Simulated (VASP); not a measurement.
ErCl: relaxation of shape and atoms at fixed volume with PBE

Crystal: ErCl.

```xyz
2
Lattice="3.3788 0.0000 0.0000 -1.6894 2.9261 0.0000 0.0000 0.0000 4.2382" Properties=species:S:1:pos:R:3 pbc="T T T"
Er    0.0000    0.0000    2.1191
Cl    1.6894    0.9754    0.0000
```

```
Program                : VASP 6.6.1
Task                   : relaxation of shape and atoms at fixed volume
Functional             : PBE
Potentials or basis    : VASP PAW PBE potentials, release 64 (Er_3, Cl), 4f in core
Cutoff                 : 500 eV
k mesh                 : 18 × 18 × 14
Occupations            : gaussian, width 0.1 eV
Spin                   : no spin polarisation
Dipole correction      : no
Mended                 : yes
Further INCAR settings : ALGO = Normal; EDIFF = 1e-07; IBRION = 2; EDIFFG = -0.01; NSW = 50; ISIF = 4
```

- Energy gained by relaxing: 0.2 meV/atom
- Ionic steps: 3
- Pressure after relaxing: 3.4 GPa
- Band gap on the k mesh: zero (bands 8 and 9 overlap by 0.06 eV)

Step by step:
| step | energy change (eV) | largest force (eV/Å) | pressure (GPa) | volume (Å³) |
| --- | --- | --- | --- | --- |
| 1 | 0.0000 | 0.0000 | 3.54 | 41.90 |
| 2 | -0.0004 | 0.0000 | 3.48 | 41.90 |
| 3 | -0.0005 | 0.0000 | 3.45 | 41.90 |

Final structure:
```xyz
2
Lattice="3.3872 0.0000 0.0000 -1.6936 2.9334 0.0000 0.0000 0.0000 4.2171" Properties=species:S:1:pos:R:3 pbc="T T T"
Er   -1.6936    2.9334    2.1085
Cl    1.6936    0.9778    0.0000
```

Levels at points of the mesh, in eV from the Fermi level:
```tsv
k point	band 5	band 6	band 7	band 8	band 9	band 10	band 11	band 12
(0.00, 0.00, 0.00)	-7.05	-5.48	-5.48	-3.43	0.43	2.06	2.06	3.45
(0.50, 0.00, 0.00)	-8.79	-7.42	-5.95	-1.82	1.69	1.82	2.09	3.62
(0.00, 0.00, 0.50)	-8.95	-5.46	-5.46	-0.94	1.20	1.20	3.00	3.00
(0.50, 0.00, 0.50)	-8.23	-7.47	-6.35	-1.30	1.16	2.06	4.47	4.79
```

It took 5.2 min on 1 thread of Intel(R) Xeon(R) Platinum 8375C CPU @ 2.90GHz (Ice Lake), on a shared host, peak memory 0.29 GiB.

Caveat: spin-orbit coupling is left out, which moves the levels of the heavy elements; the 4f electrons are frozen in the core, so they carry no moment and show no levels; the run has no spin polarisation, though such a crystal can be magnetic. With open d or f shells a metallic result of PBE can be an artefact of self-interaction; +U or a hybrid may open a gap.
